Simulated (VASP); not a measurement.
# Ru (Fd-3m) in VASP: notebook

Runs on Ru. Level: LDA. Tasks: single point, relaxation of cell and atoms.

Everything below comes from runs of VASP 6.6.1. Logs are shortened: lines on timing, memory, paths and dates and some standing lists are left out, and cuts for length are marked.

## 1. The cell of the first run

Symmetry: Fd-3m, No. 227, cubic system. Conventional cell: a = 5.207 Å, b = 5.207 Å, c = 5.207 Å, α = 90.00°, β = 90.00°, γ = 90.00°. Within 3.0 Å of Ru (site symmetry -43m) lie 4 Ru at 2.25 Å.

This isn't the form of Ru at room conditions, which is hcp.

## 2. Single point, LDA

The input, INCAR:

```
  PREC = Accurate
  ENCUT = 560
  EDIFF = 1E-6
  ISMEAR = -1
  SIGMA = 0.1
  LREAL = False
  LASPH = True
  NELM = 120
  ALGO = Normal
  ISIF = 2
  LWAVE = False
  LCHARG = False
  NBANDS = 23
  GGA_COMPAT = False
```

The input, KPOINTS:

```
Automatic mesh
0
Gamma
  7 7 7
```

The input, POSCAR:

```
Ru
1.0
    0.0000000000      2.6036157188      2.6036157188
    2.6036157188      0.0000000000      2.6036157188
    2.6036157188      2.6036157188      0.0000000000
Ru
2
Direct
    1.0000000000      1.0000000000      1.0000000000
    0.2500000000      0.2500000000      0.2500000000
```

Potentials or basis: VASP PAW LDA potentials, release 64 (Ru_sv).

Started as:

```bash
> cat potpaw_LDA.64/Ru_sv/POTCAR > POTCAR
> mpirun -np 1 vasp_std > vasp.out
```

OUTCAR:

```text
PREC = Accurate
   ENCUT = 560
   EDIFF = 1E-6
   ISMEAR = -1
   LREAL = False
   LASPH = True
   NELM = 120
   ISIF = 2

 ion  position               nearest neighbor table
   1  0.000  0.000  0.000-   2 2.25   2 2.25   2 2.25   2 2.25
   2  0.250  0.250  0.250-   1 2.25   1 2.25   1 2.25   1 2.25

  LATTYP: Found a face centered cubic cell.
 ALAT       =     5.2072314376

  Lattice vectors:

 A1 = (   0.0000000000,   2.6036157188,   2.6036157188)
 A2 = (   2.6036157188,   0.0000000000,   2.6036157188)
 A3 = (   2.6036157188,   2.6036157188,   0.0000000000)

Analysis of symmetry for initial positions (statically):
=====================================================================
 Subroutine PRICEL returns:
 Original cell was already a primitive cell.

 Routine SETGRP: Setting up the symmetry group for a
 face centered cubic supercell.

 Subroutine GETGRP returns: Found 48 space group operations
 (whereof 24 operations were pure point group operations)
 out of a pool of 48 trial point group operations.

The static configuration has the point symmetry T_d .
 The point group associated with its full space group is O_h .

Analysis of symmetry for dynamics (positions and initial velocities):
=====================================================================
 Subroutine PRICEL returns:
 Original cell was already a primitive cell.

 Routine SETGRP: Setting up the symmetry group for a
 face centered cubic supercell.

 Subroutine GETGRP returns: Found 48 space group operations
 (whereof 24 operations were pure point group operations)
 out of a pool of 48 trial point group operations.

The dynamic configuration has the point symmetry T_d .
 The point group associated with its full space group is O_h .

 Subroutine INISYM returns: Found 48 space group operations
 (whereof 24 operations are pure point group operations),
 and found     1 'primitive' translations

----------------------------------------------------------------------------------------

                                     Primitive cell

  volume of cell :      35.2989

  direct lattice vectors                    reciprocal lattice vectors
     0.000000000  2.603615719  2.603615719    -0.192040629  0.192040629  0.192040629
     2.603615719  0.000000000  2.603615719     0.192040629 -0.192040629  0.192040629
     2.603615719  2.603615719  0.000000000     0.192040629  0.192040629 -0.192040629

  length of vectors
     3.682068661  3.682068661  3.682068661     0.332624126  0.332624126  0.332624126

  position of ions in fractional coordinates (direct lattice)
[... 71 lines left out ...]
   LASPH  =      T    aspherical Exc in radial PAW
   ENCUT  =  560.0 eV  41.16 Ry    6.42 a.u.   7.10  7.10  7.10*2*pi/ulx,y,z
   NELM   =    120;   NELMIN=  2; NELMDL= -5     # of ELM steps
   EDIFF  = 0.1E-05   stopping-criterion for ELM
   LREAL  =      F    real-space projection
   EDIFFG = 0.1E-04   stopping-criterion for IOM
   NSW    =      0    number of steps for IOM
   IBRION =     -1    ionic relax: 0-MD 1-quasi-New 2-CG
   NFREE  =      0    steps in history (QN), initial steepest desc. (CG)
   ISIF   =      2    stress and relaxation
   ISYM   =      2    0-nonsym 1-usesym 2-fastsym
   POTIM  = 0.5000    time-step for ionic-motion
   TEBEG  =    0.0;   TEEND  =   0.0 temperature during run
   PSTRESS=    0.0 pullay stress
   NELECT =      32.0000    total number of electrons
   NUPDOWN=      -1.0000    fix difference up-down
   EMIN   =  10.00;   EMAX   =-10.00  energy-range for DOS
   EFERMI =   0.00;   METHOD = LEGACY
   ISMEAR =    -1;   SIGMA  =   0.10  broadening in eV -4-tet -1-fermi 0-gaus
   EFERMI_NEDOS =   21; number of points for ismear=-14 and -15
   IALGO  =     38    algorithm
   IMIX   =      4    mixing-type and parameters
     AMIX     =   0.40;   BMIX     =  1.00
     AMIX_MAG =   1.60;   BMIX_MAG =  1.00
  volume/ion in A,a.u.               =      17.65       119.10
  Fermi-wavevector in a.u.,A,eV,Ry     =   1.584423  2.994126 34.156036  2.510398
  Thomas-Fermi vector in A             =   2.684043
   LORBIT       =      0    0 simple, 1 ext, 2 COOP (PROOUT), +10 PAW based schemes
   GGA     = CA    functional components
   LHFCALC =     F    Hartree Fock is set to
   AEXX    =    0.0000 exact exchange contribution
   IVDW    =     0    specifies the selected vdW correction
   LEPSILON=     F    determine dielectric tensor
   LRPA    =     F    only Hartree local field effects (RPA)
 non-spin polarized calculation
  energy-cutoff  :      560.00
  volume of cell :       35.30
 maximum number of plane-waves:      1073
   NGX = 15   NGY = 15   NGZ = 15

 number of electron      32.0000000 magnetization

 Free energy of the ion-electron system (eV)
  ---------------------------------------------------
  ext. energy  EPLUGINS =         0.00000000
  ---------------------------------------------------
  free energy    TOTEN  =       -18.44757627 eV

  energy without entropy =      -18.38893311  energy(sigma->0) =      -18.41825469

 E-fermi :  10.4051     XC(G=0): -12.5007

 val. band max:       10.3317114471   @ k =   0.4286   0.2857   0.0000
 cond. band min:      10.4279699110   @ k =   0.4286   0.1429   0.0000
 fundamental gap:      0.0962584639
 Fermi energy:        10.4050706850

 k-point     1 :       0.0000    0.0000    0.0000
  band No.  band energies     occupation
      1     -62.4131      2.00000
      2     -61.5819      2.00000
      3     -32.9452      2.00000
      4     -32.9452      2.00000
      5     -32.9452      2.00000
      6     -31.6662      2.00000
[... 509 lines left out ...]
     22      16.7839      0.00000
     23      24.3418      0.00000

------------------------ aborting loop because EDIFF is reached ----------------------------------------

  FORCE on cell =-STRESS in cart. coord.  units (eV):
  Direction    XX          YY          ZZ          XY          YZ          ZX
  --------------------------------------------------------------------------------------
  -------------------------------------------------------------------------------------
  Total        4.4627141      4.4627141      4.4627141      0.0000000     -0.0000000     -0.0000000
  in kB      202.5578132    202.5578132    202.5578132      0.0000000     -0.0000000     -0.0000000
  external PRESSURE =     202.5578132 kB  Pullay stress =       0.0000000 kB

 VOLUME and BASIS-vectors are now :
 -----------------------------------------------------------------------------
  energy-cutoff  :      560.00
  volume of cell :       35.30
      direct lattice vectors                 reciprocal lattice vectors
     0.000000000  2.603615719  2.603615719    -0.192040629  0.192040629  0.192040629
     2.603615719  0.000000000  2.603615719     0.192040629 -0.192040629  0.192040629
     2.603615719  2.603615719  0.000000000     0.192040629  0.192040629 -0.192040629

 POSITION                                       TOTAL-FORCE (eV/Angst)
 -----------------------------------------------------------------------------------
      0.00000      0.00000      0.00000         0.000000     -0.000000     -0.000000
      1.30181      1.30181      1.30181        -0.000000      0.000000      0.000000
 -----------------------------------------------------------------------------------
    total drift:                                0.000000      0.000000      0.000000

  FREE ENERGIE OF THE ION-ELECTRON SYSTEM (eV)
  ---------------------------------------------------
  free  energy   TOTEN  =       -18.4475762680 eV

  energy  without entropy=      -18.3889331144  energy(sigma->0) =      -18.41825469
```

OSZICAR:

```text
N       E                     dE             d eps       ncg     rms          rms(c)
DAV:   1     0.428988675159E+03    0.42899E+03   -0.20589E+04   928   0.162E+03
DAV:   2    -0.742916281146E+01   -0.43642E+03   -0.41550E+03  1053   0.531E+02
DAV:   3    -0.188814592108E+02   -0.11452E+02   -0.11282E+02  1053   0.976E+01
DAV:   4    -0.189812089978E+02   -0.99750E-01   -0.99738E-01  1025   0.102E+01
DAV:   5    -0.189827762954E+02   -0.15673E-02   -0.15673E-02  1067   0.124E+00    0.256E+01
DAV:   6    -0.185056629411E+02    0.47711E+00   -0.11128E+00   969   0.103E+01    0.890E+00
DAV:   7    -0.184563783574E+02    0.49285E-01   -0.47730E-02   990   0.186E+00    0.292E+00
DAV:   8    -0.184475714572E+02    0.88069E-02   -0.10822E-02   962   0.766E-01    0.749E-02
DAV:   9    -0.184475752071E+02   -0.37499E-05   -0.28602E-04  1060   0.155E-01    0.410E-02
DAV:  10    -0.184475765155E+02   -0.13084E-05   -0.12166E-05  1018   0.415E-02    0.124E-02
DAV:  11    -0.184475762680E+02    0.24742E-06   -0.59245E-07   572   0.679E-03
   1 F= -.18447576E+02 E0= -.18418255E+02  d E =-.586432E-01
```

It took 12 s on 1 thread of Intel Xeon Platinum 8375C at 2.90GHz (Ice Lake), shared host; peak memory 0.14 GiB.

What came out:

```
Free energy            : -18.4476 eV
Pressure               : 20.3 GPa
Band gap on the k mesh : zero (bands 16 and 17 overlap by 1.08 eV)
```

Caveat: the cell stands under pressure.

## 3. Single point, LDA

This run uses another cell than the first one, of 18.75 Å³/atom.

The input, INCAR:

```
SYSTEM = Ru
PREC = Accurate
ENCUT = 560
EDIFF = 1E-6
ISMEAR = -1
SIGMA = 0.1
LREAL = .False.
LASPH = .True.
NELM = 120
ALGO = Normal
ISIF = 2
LWAVE = .False.
LCHARG = .True.
GGA = CA
LELF = .True.
LVHAR = .True.
NBANDS = 23
GGA_COMPAT = .False.
```

The input, KPOINTS:

```
Automatic mesh
0
Gamma
  7 7 7
  0 0 0
```

The input, POSCAR:

```
Ru
1.0
    0.0000000000      2.6568182058      2.6568182058
    2.6568182058      0.0000000000      2.6568182058
    2.6568182058      2.6568182058      0.0000000000
Ru
2
Direct
    1.0000000000      1.0000000000      1.0000000000
    0.2500000000      0.2500000000      0.2500000000
```

Potentials or basis: VASP PAW LDA potentials, release 64 (Ru_sv).

Started as:

```bash
> cat potpaw_LDA.64/Ru_sv/POTCAR > POTCAR
> mpirun -np 1 vasp_std > vasp.out
```

Run time: 23 s. Hardware: 1 thread of AMD EPYC 7R43 (Zen 3), shared host; peak memory 0.11 GiB.

Results (log left out):

```yaml
Free_energy: -18.6213 eV
Pressure: 5.2 GPa
Band_gap_on_the_k_mesh: zero (bands 16 and 17 overlap by 1.01 eV)
```

Levels at points of the mesh, in eV from the Fermi level:
```tsv
k point	band 12	band 13	band 14	band 15	band 16	band 17	band 18	band 19	band 20	band 21
(0.00, 0.00, 0.00)	-3.44	-3.44	-3.44	-0.50	-0.50	-0.50	2.14	2.14	12.79	13.34
```

Caveat: the cell stands under pressure.

## 4. Single point, LDA

This run uses another cell than the first one, of 18.34 Å³/atom.

The input, INCAR:

```
SYSTEM = Ru
  ALGO = Normal
  EDIFF = 1E-6
  ENCUT = 560
  GGA_COMPAT = .False.
  ISIF = 2
  ISMEAR = -1
  LASPH = .True.
  LCHARG = .False.
  LREAL = .False.
  LWAVE = .False.
  NBANDS = 23
  NELM = 120
  PREC = Accurate
  SIGMA = 0.1
```

The input, KPOINTS:

```
k-points
0
Gamma
  7 7 7
  0 0 0
```

The input, POSCAR:

```
Ru
1.0
    0.0000000000      2.6373548648      2.6373548648
    2.6373548648      0.0000000000      2.6373548648
    2.6373548648      2.6373548648      0.0000000000
Ru
2
Direct
    1.0000000000      1.0000000000      1.0000000000
    0.2500000000      0.2500000000      0.2500000000
```

Started as:

```bash
> cat potpaw_LDA.64/Ru_sv/POTCAR > POTCAR
> mpirun -np 1 vasp_std > vasp.out
```

Run time: 15 s. Hardware: 1 thread of Intel Xeon Platinum 8259CL at 2.50GHz (Skylake/Cascade Lake), shared host; peak memory 0.15 GiB.

Results (log left out):

```
Free energy            : -18.5808 eV
Pressure               : 10.2 GPa
Band gap on the k mesh : zero (bands 16 and 17 overlap by 1.03 eV)
```

Levels at points of the mesh, in eV from the Fermi level:
| k point | band 13 | band 14 | band 15 | band 16 | band 17 | band 18 | band 19 | band 20 |
| --- | --- | --- | --- | --- | --- | --- | --- | --- |
| (0.00, 0.00, 0.00) | -3.52 | -3.52 | -0.51 | -0.51 | -0.51 | 2.22 | 2.22 | 12.86 |

Caveat: the cell stands under pressure.

## 5. Relaxation of cell and atoms, LDA

The input, INCAR:

```
SYSTEM = Ru
ALGO = Normal ; EDIFF = 1E-7
EDIFFG = -0.02 ; ENCUT = 560
GGA = CA ; GGA_COMPAT = .False.
IBRION = 2 ; ISIF = 3
ISMEAR = -1 ; LASPH = .True.
LCHARG = .False. ; LREAL = .False.
LWAVE = .False. ; NELM = 120
NELMIN = 4 ; NSW = 80
PREC = Accurate ; SIGMA = 0.1
```

KPOINTS is that of step 4.

The input, POSCAR:

```
Ru
1.0
    0.0000000000      2.6050000000      2.6050000000
    2.6050000000      0.0000000000      2.6050000000
    2.6050000000      2.6050000000      0.0000000000
Ru
2
Direct
    1.0000000000      1.0000000000      1.0000000000
    0.2500000000      0.2500000000      0.2500000000
```

Potentials or basis: VASP PAW LDA potentials, release 64 (Ru_sv).

Started as:

```bash
> cat potpaw_LDA.64/Ru_sv/POTCAR > POTCAR
> mpirun -np 1 vasp_std > vasp.out
```

OUTCAR:

```text
SYSTEM = Ru
   EDIFF = 1E-7
   EDIFFG = -0.02
   ENCUT = 560
   GGA = CA
   IBRION = 2
   ISIF = 3
   ISMEAR = -1
   LASPH = .True.
   LREAL = .False.
   NELM = 120
   NELMIN = 4
   NSW = 80
   PREC = Accurate

 ion  position               nearest neighbor table
   1  0.000  0.000  0.000-   2 2.26   2 2.26   2 2.26   2 2.26
   2  0.250  0.250  0.250-   1 2.26   1 2.26   1 2.26   1 2.26

  LATTYP: Found a face centered cubic cell.
 ALAT       =     5.2100000000

  Lattice vectors:

 A1 = (   0.0000000000,   2.6050000000,   2.6050000000)
 A2 = (   2.6050000000,   0.0000000000,   2.6050000000)
 A3 = (   2.6050000000,   2.6050000000,   0.0000000000)

Analysis of symmetry for initial positions (statically):
=====================================================================
 Subroutine PRICEL returns:
[... 173 lines left out ...]
 cond. band min:      10.4024788780   @ k =   0.4286   0.1429   0.0000
 fundamental gap:      0.0963754092
 Fermi energy:        10.3791927222

 k-point     1 :       0.0000    0.0000    0.0000
  band No.  band energies     occupation
      1     -62.4348      2.00000
      2     -61.6081      2.00000
      3     -32.9657      2.00000
      4     -32.9657      2.00000
      5     -32.9657      2.00000
      6     -31.6919      2.00000
[... 556 lines left out ...]
--------------------------------------- Ionic step        4  -------------------------------------------

 number of electron      32.0000002 magnetization

 Free energy of the ion-electron system (eV)
  ---------------------------------------------------
  ext. energy  EPLUGINS =         0.00000000
  ---------------------------------------------------
  free energy    TOTEN  =       -18.63248015 eV

  energy without entropy =      -18.56852273  energy(sigma->0) =      -18.60050144

 E-fermi :   9.0613     XC(G=0): -12.0189

 val. band max:        8.9992258649   @ k =   0.4286   0.2857   0.0000
 cond. band min:       9.0682655016   @ k =   0.2857   0.1429   0.0000
 fundamental gap:      0.0690396367
 Fermi energy:         9.0612688363

 k-point     1 :       0.0000    0.0000    0.0000
  band No.  band energies     occupation
      1     -63.5457      2.00000
      2     -62.9312      2.00000
      3     -34.0159      2.00000
      4     -34.0159      2.00000
      5     -34.0159      2.00000
      6     -32.9972      2.00000
[... 478 lines left out ...]
  FREE ENERGIE OF THE ION-ELECTRON SYSTEM (eV)
  ---------------------------------------------------
  free  energy   TOTEN  =       -18.6324801527 eV

  energy  without entropy=      -18.5685227296  energy(sigma->0) =      -18.60050144

 reached required accuracy - stopping structural energy minimisation
```

CONTCAR:

```text
Ru
   1.00000000000000
    -0.0000000000000000    2.6797892109680368    2.6797892109680368
     2.6797892109680368   -0.0000000000000000    2.6797892109680368
     2.6797892109680368    2.6797892109680368    0.0000000000000000
  Ru
     2
Direct
     0.0000000000000000    0.0000000000000000    0.0000000000000000
     0.2500000000000000    0.2500000000000000    0.2500000000000000

  0.00000000E+00  0.00000000E+00  0.00000000E+00
  0.00000000E+00  0.00000000E+00  0.00000000E+00
```

Wall time 35 s (1 thread of Intel Xeon Platinum 8375C at 2.90GHz (Ice Lake), shared host); peak memory 0.15 GiB.

Results:

| Quantity | Value |
| --- | --- |
| Free energy | -18.6325 eV |
| Relaxed volume | 19.24 Å³/atom |
| Relaxed cell | a = 3.790 Å, b = 3.790 Å, c = 3.790 Å, α = 60.00°, β = 60.00°, γ = 60.00° |
| Space group after relaxing (to 0.1 Å) | Fd-3m (No. 227) |
| Energy gained by relaxing | 88.9 meV/atom |
| Ionic steps | 4 |
| Pressure after relaxing | -0.2 GPa |
| Band gap on the k mesh | zero (bands 16 and 17 overlap by 0.98 eV) |

Step by step:
| step | energy change (eV) | largest force (eV/Å) | pressure (GPa) | volume (Å³) |
| --- | --- | --- | --- | --- |
| 1 | 0.0000 | 0.0000 | 19.85 | 35.36 |
| 2 | 0.7363 | 0.0000 | -25.52 | 47.78 |
| 3 | -0.1766 | 0.0000 | -1.35 | 38.73 |
| 4 | -0.1778 | 0.0000 | -0.16 | 38.49 |

Final structure:
```
Ru
1.0
     0.00000    2.67979    2.67979
     2.67979    0.00000    2.67979
     2.67979    2.67979    0.00000
Ru
2
Cartesian
  0.0000 0.0000 0.0000
  1.3399 1.3399 1.3399
```

## 6. Summary

```tsv
task	cell	gap on the mesh (eV)	pressure (GPa)
single point	a = 3.682 Å, angles 60.0°, 2 atoms	none	20.3
single point	a = 3.757 Å, angles 60.0°, 2 atoms	none	5.2
single point	a = 3.730 Å, angles 60.0°, 2 atoms	none	10.2
relaxation of cell and atoms	relaxed from a = 3.684 Å, angles 60.0°, 2 atoms	none	-0.2
```

Alike in all rows: level LDA; potentials or basis VASP PAW LDA potentials, release 64 (Ru_sv); no spin polarisation; k mesh 7 × 7 × 7; cutoff (eV) 560; smearing fermi-dirac 0.1 eV.

Caveats: the cell stands under pressure (at least some runs).

Total energies depend on the potentials used, so only differences within one code and one set of settings carry meaning.

The gap in the log of VASP goes by the Fermi energy; the results here count the filled bands.